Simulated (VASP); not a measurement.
# Be2Au (Fm-3m) in VASP: a series of runs

Runs on Be2Au. Level: PBE. Tasks: single point, relaxation of cell and atoms.

All numbers are computed with VASP 6.6.1; they aren't measurements. Logs are shortened: lines on timing, memory, paths and dates and some standing lists are left out, and cuts for length are marked.

## Step 1: The cell of the first run

Symmetry: Fm-3m, No. 225, cubic system. Conventional cell: a = 5.478 Å, b = 5.478 Å, c = 5.478 Å, α = 90.00°, β = 90.00°, γ = 90.00°. Within 3.1 Å of Be (site symmetry -43m) lie 4 Au at 2.37 Å and 6 Be at 2.74 Å. Au (site symmetry m-3m) has 8 Be at 2.37 Å within 3.1 Å.

The cell was built from a structure type or drawn by symmetry, and may not be a known phase.

## Step 2: Single point, PBE

INCAR

```
SYSTEM = Be2Au
PREC = Accurate
ENCUT = 520
EDIFF = 1E-6
ISMEAR = 0
SIGMA = 0.1
LREAL = .FALSE.
LASPH = .TRUE.
NELM = 100
ALGO = Fast
ISIF = 2
LWAVE = .FALSE.
LCHARG = .FALSE.
GGA = PE
NBANDS = 14
```

KPOINTS

```
regular mesh
0
G
  14 14 14
  0 0 0
```

POSCAR

```
Be2Au
1.0
    0.0000000000      2.7388380784      2.7388380784
    2.7388380784      0.0000000000      2.7388380784
    2.7388380784      2.7388380784      0.0000000000
Be Au
2 1
Direct
    0.2500000000      0.2500000000      0.2500000000
    0.7500000000      0.7500000000      0.7500000000
    0.0000000000      0.0000000000      0.0000000000
```

Potentials or basis: VASP PAW PBE potentials, release 64 (Be, Au).

Launch:

```
> cat potpaw_PBE.64/Be/POTCAR potpaw_PBE.64/Au/POTCAR > POTCAR
> mpirun -np 1 vasp_std > vasp.out
```

OUTCAR:

```text
SYSTEM = Be2Au
   PREC = Accurate
   ENCUT = 520
   EDIFF = 1E-6
   ISMEAR = 0
   LREAL = .FALSE.
   LASPH = .TRUE.
   NELM = 100
   ISIF = 2
   GGA = PE

 ion  position               nearest neighbor table
   1  0.250  0.250  0.250-   3 2.37   3 2.37   3 2.37   3 2.37
   2  0.750  0.750  0.750-   3 2.37   3 2.37   3 2.37   3 2.37
   3  0.000  0.000  0.000-   2 2.37   2 2.37   2 2.37   1 2.37   2 2.37   1 2.37   1 2.37   1 2.37

  LATTYP: Found a face centered cubic cell.
 ALAT       =     5.4776761568

  Lattice vectors:

 A1 = (   0.0000000000,   2.7388380784,   2.7388380784)
 A2 = (   2.7388380784,   0.0000000000,   2.7388380784)
 A3 = (   2.7388380784,   2.7388380784,   0.0000000000)

Analysis of symmetry for initial positions (statically):
=====================================================================
 Subroutine PRICEL returns:
 Original cell was already a primitive cell.

 Routine SETGRP: Setting up the symmetry group for a
 face centered cubic supercell.

 Subroutine GETGRP returns: Found 48 space group operations
 (whereof 48 operations were pure point group operations)
 out of a pool of 48 trial point group operations.

The static configuration has the point symmetry O_h .

Analysis of symmetry for dynamics (positions and initial velocities):
=====================================================================
 Subroutine PRICEL returns:
 Original cell was already a primitive cell.

 Routine SETGRP: Setting up the symmetry group for a
 face centered cubic supercell.

 Subroutine GETGRP returns: Found 48 space group operations
 (whereof 48 operations were pure point group operations)
 out of a pool of 48 trial point group operations.

The dynamic configuration has the point symmetry O_h .

 Subroutine INISYM returns: Found 48 space group operations
 (whereof 48 operations are pure point group operations),
 and found     1 'primitive' translations

----------------------------------------------------------------------------------------

                                     Primitive cell

  volume of cell :      41.0893

  direct lattice vectors                    reciprocal lattice vectors
     0.000000000  2.738838078  2.738838078    -0.182559168  0.182559168  0.182559168
     2.738838078  0.000000000  2.738838078     0.182559168 -0.182559168  0.182559168
     2.738838078  2.738838078  0.000000000     0.182559168  0.182559168 -0.182559168

  length of vectors
     3.873301956  3.873301956  3.873301956     0.316201754  0.316201754  0.316201754

  position of ions in fractional coordinates (direct lattice)
     0.250000000  0.250000000  0.250000000
     0.750000000  0.750000000  0.750000000
     0.000000000  0.000000000  0.000000000

  ion indices of the primitive-cell ions
   primitive index   ion index
                 1           1
                 2           2
                 3           3

----------------------------------------------------------------------------------------

 KPOINTS: regular mesh

Automatic generation of k-mesh.
 Grid dimensions read from file:
 generate k-points for:   14   14   14

 Generating k-lattice:

  Cartesian coordinates                     Fractional coordinates (reciprocal lattice)
    -0.013039941  0.013039941  0.013039941     0.071428571  0.000000000  0.000000000
     0.013039941 -0.013039941  0.013039941     0.000000000  0.071428571  0.000000000
     0.013039941  0.013039941 -0.013039941     0.000000000  0.000000000  0.071428571

  Length of vectors
     0.022585840  0.022585840  0.022585840

  Shift w.r.t. Gamma in fractional coordinates (k-lattice)
     0.000000000  0.000000000  0.000000000

 Subroutine IBZKPT returns following result:
 ===========================================

 Found    104 irreducible k-points:

 Following reciprocal coordinates:
            Coordinates               Weight
  0.000000  0.000000  0.000000      1.000000
  0.071429  0.000000  0.000000      8.000000
  0.142857  0.000000  0.000000      8.000000
  0.214286  0.000000  0.000000      8.000000
  0.285714  0.000000  0.000000      8.000000
  0.357143  0.000000  0.000000      8.000000
[... 16 lines left out ...]
  0.214286  0.142857  0.000000     24.000000
  0.285714  0.142857  0.000000     24.000000
 [... further k-points ...]
   k-points           NKPTS =    104   k-points in BZ     NKDIM =    104   number of bands    NBANDS=     14
   number of dos      NEDOS =    301   number of ions     NIONS =      3
   total plane-waves  NPLWV =  27000
   dimension x,y,z NGX =    30 NGY =   30 NGZ =   30
   dimension x,y,z NGXF=    60 NGYF=   60 NGZF=   60
   ions per type =               2   1
   NGX,Y,Z   is equivalent  to a cutoff of  12.88, 12.88, 12.88 a.u.
   NGXF,Y,Z  is equivalent  to a cutoff of  25.75, 25.75, 25.75 a.u.
 SYSTEM =  Be2Au
   PREC   = accura    normal or accurate (medium, high low for compatibility)
   ISTART =      0    job   : 0-new  1-cont  2-samecut
   ICHARG =      2    charge: 1-file 2-atom 10-const
   ISPIN  =      1    spin polarized calculation?
   LNONCOLLINEAR =      F non collinear calculations
   LSORBIT =      F    spin-orbit coupling
   LASPH  =      T    aspherical Exc in radial PAW
   ENCUT  =  520.0 eV  38.22 Ry    6.18 a.u.   7.20  7.20  7.20*2*pi/ulx,y,z
   NELM   =    100;   NELMIN=  2; NELMDL= -5     # of ELM steps
   EDIFF  = 0.1E-05   stopping-criterion for ELM
   LREAL  =      F    real-space projection
   EDIFFG = 0.1E-04   stopping-criterion for IOM
   NSW    =      0    number of steps for IOM
   IBRION =     -1    ionic relax: 0-MD 1-quasi-New 2-CG
   NFREE  =      0    steps in history (QN), initial steepest desc. (CG)
   ISIF   =      2    stress and relaxation
   ISYM   =      2    0-nonsym 1-usesym 2-fastsym
   POTIM  = 0.5000    time-step for ionic-motion
   TEBEG  =    0.0;   TEEND  =   0.0 temperature during run
   PSTRESS=    0.0 pullay stress
   NELECT =      15.0000    total number of electrons
   NUPDOWN=      -1.0000    fix difference up-down
   EMIN   =  10.00;   EMAX   =-10.00  energy-range for DOS
   EFERMI =   0.00;   METHOD = LEGACY
   ISMEAR =     0;   SIGMA  =   0.10  broadening in eV -4-tet -1-fermi 0-gaus
   EFERMI_NEDOS =   21; number of points for ismear=-14 and -15
   IALGO  =     68    algorithm
   IMIX   =      4    mixing-type and parameters
     AMIX     =   0.40;   BMIX     =  1.00
     AMIX_MAG =   1.60;   BMIX_MAG =  1.00
  volume/ion in A,a.u.               =      13.70        92.43
  Fermi-wavevector in a.u.,A,eV,Ry     =   1.170026  2.211029 18.625847  1.368961
  Thomas-Fermi vector in A             =   2.306491
   LORBIT       =      0    0 simple, 1 ext, 2 COOP (PROOUT), +10 PAW based schemes
   GGA     = PE    functional components
   LHFCALC =     F    Hartree Fock is set to
   AEXX    =    0.0000 exact exchange contribution
   IVDW    =     0    specifies the selected vdW correction
   LEPSILON=     F    determine dielectric tensor
   LRPA    =     F    only Hartree local field effects (RPA)
 non-spin polarized calculation
 RMM-DIIS sequential band-by-band and
 Gauss-broadening in eV      SIGMA  =   0.10
  energy-cutoff  :      520.00
  volume of cell :       41.09
 maximum number of plane-waves:      1123
 NGX is ok and might be reduce to    30
   NGX = 15   NGY = 15   NGZ = 15

 number of electron      15.0000000 magnetization

 Free energy of the ion-electron system (eV)
  ---------------------------------------------------
  ext. energy  EPLUGINS =         0.00000000
  ---------------------------------------------------
  free energy    TOTEN  =       -10.44716894 eV

  energy without entropy =      -10.44190585  energy(sigma->0) =      -10.44453740

 E-fermi :   6.0582     XC(G=0): -10.5455

 val. band max:        6.0281024060   @ k =   0.2857   0.0714   0.0000
 cond. band min:       6.0587696187   @ k =  -0.4286   0.2143   0.0000
 fundamental gap:      0.0306672127
 Fermi energy:         6.0581569682

 k-point     1 :       0.0000    0.0000    0.0000
  band No.  band energies     occupation
      1      -3.3225      2.00000
      2      -0.2815      2.00000
      3      -0.2815      2.00000
      4      -0.2815      2.00000
      5       1.0440      2.00000
      6       1.0440      2.00000
      7      12.0769      0.00000
      8      12.0769      0.00000
      9      12.0769      0.00000
     10      12.4326      0.00000
     11      12.4326      0.00000
     12      12.4326      0.00000
     13      12.4755      0.00000
     14      13.6411      0.00000

 k-point     2 :       0.0714    0.0000    0.0000
  band No.  band energies     occupation
      1      -3.2482      2.00000
      2      -0.2846      2.00000
      3      -0.2559      2.00000
      4      -0.2559      2.00000
      5       1.0358      2.00000
      6       1.0358      2.00000
      7      10.6584      0.00000
      8      11.5138      0.00000
      9      11.5138      0.00000
     10      12.5369      0.00000
     11      12.7061      0.00000
     12      12.7061      0.00000
     13      13.0091      0.00000
     14      13.9347      0.00000

 k-point     3 :       0.1429    0.0000    0.0000
  band No.  band energies     occupation
      1      -3.0295      2.00000
      2      -0.2875      2.00000
      3      -0.1863      2.00000
      4      -0.1863      2.00000
      5       1.0190      2.00000
      6       1.0190      2.00000
      7       8.8901      0.00000
      8      10.7518      0.00000
      9      10.7518      0.00000
     10      12.6527      0.00000
     11      12.7307      0.00000
     12      12.7307      0.00000
     13      13.0818      0.00000
     14      14.7144      0.00000

 k-point     4 :       0.2143    0.0000    0.0000
  band No.  band energies     occupation
      1      -2.6827      2.00000
      2      -0.2688      2.00000
      3      -0.0946      2.00000
      4      -0.0946      2.00000
      5       1.0136      2.00000
      6       1.0136      2.00000
      7       7.1456      0.00000
      8      10.0008      0.00000
      9      10.0008      0.00000
     10      12.6044      0.00000
     11      12.6240      0.00000
     12      12.6240      0.00000
     13      13.3095      0.00000
     14      15.2637      0.00000

 k-point     5 :       0.2857    0.0000    0.0000
  band No.  band energies     occupation
      1      -2.2500      2.00000
      2      -0.1805      2.00000
      3      -0.0119      2.00000
      4      -0.0119      2.00000
      5       1.0426      2.00000
      6       1.0426      2.00000
      7       5.5037      2.00000
      8       9.3163      0.00000
      9       9.3163      0.00000
     10      12.4635      0.00000
     11      12.5040      0.00000
[... 276 lines left out ...]
 k-point    22 :       0.1429    0.1429    0.0000
  band No.  band energies     occupation
      1      -2.9302      2.00000
      2      -0.3332      2.00000
      3      -0.1246      2.00000
      4      -0.1246      2.00000
      5       0.9020      2.00000
      6       1.1052      2.00000
      7       9.3958      0.00000
      8       9.3958      0.00000
      9      10.3184      0.00000
     10      11.7216      0.00000
     11      12.7713      0.00000
     12      13.3279      0.00000
     13      13.5393      0.00000
     14      13.5393      0.00000

 k-point    23 :       0.2143    0.1429    0.0000
  band No.  band energies     occupation
      1      -2.6702      2.00000
      2      -0.3491      2.00000
      3      -0.0337      2.00000
      4      -0.0335      2.00000
      5       0.8487      2.00000
      6       1.1317      2.00000
      7       8.1013      0.00000
      8       8.7446      0.00000
      9       9.7598      0.00000
     10      11.7483      0.00000
     11      12.7224      0.00000
     12      13.5536      0.00000
     13      13.6889      0.00000
     14      13.8221      0.00000

 k-point    24 :       0.2857    0.1429    0.0000
  band No.  band energies     occupation
      1      -2.2927      2.00000
      2      -0.3370      2.00000
      3       0.0617      2.00000
      4       0.0641      2.00000
      5       0.8459      2.00000
      6       1.1629      2.00000
      7       6.5071      0.00000
      8       8.1887      0.00000
      9       9.1489      0.00000
     10      11.7432      0.00000
     11      13.1213      0.00000
     12      13.6588      0.00000
     13      13.7206      0.00000
     14      14.1540      0.00000

 [... further k-points ...]

------------------------ aborting loop because EDIFF is reached ----------------------------------------

  FORCE on cell =-STRESS in cart. coord.  units (eV):
  Direction    XX          YY          ZZ          XY          YZ          ZX
  --------------------------------------------------------------------------------------
  -------------------------------------------------------------------------------------
  Total       -0.0558535     -0.0558535     -0.0558535      0.0000000      0.0000000      0.0000000
  in kB       -2.1778715     -2.1778715     -2.1778715      0.0000000      0.0000000      0.0000000
  external PRESSURE =      -2.1778715 kB  Pullay stress =       0.0000000 kB

 VOLUME and BASIS-vectors are now :
 -----------------------------------------------------------------------------
  energy-cutoff  :      520.00
  volume of cell :       41.09
      direct lattice vectors                 reciprocal lattice vectors
     0.000000000  2.738838078  2.738838078    -0.182559168  0.182559168  0.182559168
     2.738838078  0.000000000  2.738838078     0.182559168 -0.182559168  0.182559168
     2.738838078  2.738838078  0.000000000     0.182559168  0.182559168 -0.182559168

 POSITION                                       TOTAL-FORCE (eV/Angst)
 -----------------------------------------------------------------------------------
      1.36942      1.36942      1.36942         0.000000      0.000000      0.000000
      4.10826      4.10826      4.10826        -0.000000     -0.000000     -0.000000
      0.00000      0.00000      0.00000         0.000000     -0.000000      0.000000
 -----------------------------------------------------------------------------------
    total drift:                                0.000000     -0.000000     -0.000000

  FREE ENERGIE OF THE ION-ELECTRON SYSTEM (eV)
  ---------------------------------------------------
  free  energy   TOTEN  =       -10.4471689403 eV

  energy  without entropy=      -10.4419058508  energy(sigma->0) =      -10.44453740
```

Wall time 30 s (1 thread of Intel Xeon 6975P-C (Granite Rapids), shared host); peak memory 0.2 GiB.

Results:

- Free energy: -10.4472 eV
- Pressure: -0.2 GPa
- Band gap on the k mesh: zero (an odd number of electrons rules out a gap without spin polarisation)

Caveat: spin-orbit coupling is left out, which moves the levels of the heavy elements.

## Step 3: Relaxation of cell and atoms, PBE

INCAR

```
SYSTEM = Be2Au
PREC = Accurate
ENCUT = 600
EDIFF = 1E-6
ISMEAR = 0
SIGMA = 0.1
LREAL = .False.
LASPH = .True.
NELM = 100
ALGO = Normal
ISIF = 3
LWAVE = .False.
LCHARG = .False.
GGA = PE
IBRION = 2
NSW = 100
EDIFFG = -0.01
```

KPOINTS

```
regular mesh
0
Gamma
  14 14 14
  0 0 0
```

POSCAR

```
Be2Au
1.0
    0.0000000000      2.7372995831      2.7372995831
    2.7372995831      0.0000000000      2.7372995831
    2.7372995831      2.7372995831      0.0000000000
Be Au
2 1
Direct
    0.2500000000      0.2500000000      0.2500000000
    0.7500000000      0.7500000000      0.7500000000
    0.0000000000      0.0000000000      0.0000000000
```

Potentials or basis: VASP PAW PBE potentials, release 64 (Be, Au).

Launch:

```
> cat potpaw_PBE.64/Be/POTCAR potpaw_PBE.64/Au/POTCAR > POTCAR
> mpirun -np 1 vasp_std > vasp.out
```

It took 17 s on 1 thread of Intel Xeon 6975P-C (Granite Rapids), shared host; peak memory 0.22 GiB.

It converged, with:

- Free energy: -10.4471 eV
- Pressure after relaxing: 0.1 GPa
- Band gap on the k mesh: zero (an odd number of electrons rules out a gap without spin polarisation)

Final structure:
```
CELL_PARAMETERS angstrom
0.00000 2.73730 2.73730
2.73730 0.00000 2.73730
2.73730 2.73730 0.00000
ATOMIC_POSITIONS crystal
Be 0.25000 0.25000 0.25000
Be 0.75000 0.75000 0.75000
Au 0.00000 0.00000 0.00000
```

Levels at points of the mesh, in eV from the Fermi level:
```csv
k point,band 5,band 6,band 7,band 8,band 9,band 10
"(0.00, 0.00, 0.00)",-5.02,-5.02,6.03,6.03,6.03,6.38
"(0.50, 0.00, 0.00)",-4.85,-4.72,-4.36,2.20,2.20,6.17
"(0.50, 0.50, 0.00)",-4.68,-3.78,-3.65,-0.90,-0.90,5.46
```

Caveat: the relaxation stopped at its first step, so nothing moved; spin-orbit coupling is left out, which moves the levels of the heavy elements.

## Step 4: Single point, PBE

This run uses another cell than the first one, of 10.46 Å³/atom.

INCAR

```
PREC = Accurate ; ENCUT = 520
EDIFF = 1E-7 ; ISMEAR = 0
SIGMA = 0.1 ; LREAL = False
LASPH = True ; NELM = 100
ALGO = Normal ; ISIF = 2
LWAVE = False ; LCHARG = True
GGA = PE ; LELF = True
LVHAR = True ; NBANDS = 14
```

KPOINTS

```
regular mesh
0
Gamma
  6 6 6
```

POSCAR

```
Be2Au
1.0
    0.0000000000      2.5037959100      2.5037959100
    2.5037959100      0.0000000000      2.5037959100
    2.5037959100      2.5037959100      0.0000000000
Be Au
2 1
Direct
    0.2500000000      0.2500000000      0.2500000000
    0.7500000000      0.7500000000      0.7500000000
    0.0000000000      0.0000000000      0.0000000000
```

Launch:

```
> cat potpaw_PBE.64/Be/POTCAR potpaw_PBE.64/Au/POTCAR > POTCAR
> mpirun -np 1 vasp_std > vasp.out
```

Wall time 4.8 s (1 thread of Intel Xeon 6975P-C (Granite Rapids), shared host); peak memory 0.15 GiB.

It converged, with:

* Free energy: -9.2373 eV
* Pressure: 51.3 GPa
* Band gap on the k mesh: zero (an odd number of electrons rules out a gap without spin polarisation)

Levels at points of the mesh, in eV from the Fermi level:
| k point | band 4 | band 5 | band 6 | band 7 | band 8 | band 9 | band 10 | band 11 |
| --- | --- | --- | --- | --- | --- | --- | --- | --- |
| (0.00, 0.00, 0.00) | -7.97 | -6.02 | -6.02 | 7.64 | 7.64 | 7.64 | 7.76 | 7.76 |
| (0.50, 0.00, 0.00) | -5.88 | -5.71 | -5.71 | -4.92 | 2.33 | 2.33 | 7.06 | 7.80 |
| (0.50, 0.50, 0.00) | -6.06 | -5.45 | -4.33 | -3.94 | -1.52 | -1.52 | 6.57 | 8.09 |

Caveat: the k points lie up to 0.36 Å⁻¹ apart, too coarse for converged energies and pressures of a metal; spin-orbit coupling is left out, which moves the levels of the heavy elements.

## Step 5: Summary

| task | cell | k mesh | cutoff (eV) | gap on the mesh (eV) | pressure (GPa) |
| --- | --- | --- | --- | --- | --- |
| single point | a = 3.873 Å, angles 60.0°, 3 atoms | 14 × 14 × 14 | 520 | none | -0.2 |
| relaxation of cell and atoms | relaxed from a = 3.871 Å, angles 60.0°, 3 atoms | 14 × 14 × 14 | 600 | none | 0.1 |
| single point | a = 3.541 Å, angles 60.0°, 3 atoms | 6 × 6 × 6 | 520 | none | 51.3 |

Alike in all rows: level PBE; potentials or basis VASP PAW PBE potentials, release 64 (Be, Au); no spin polarisation; smearing gaussian 0.1 eV.

Caveats: some runs use coarse meshes; spin-orbit coupling is left out, which moves the levels of the heavy elements; the relaxation stopped at its first step, so nothing moved (at least some runs).

Absolute energies hang on the potentials; compare differences alone.
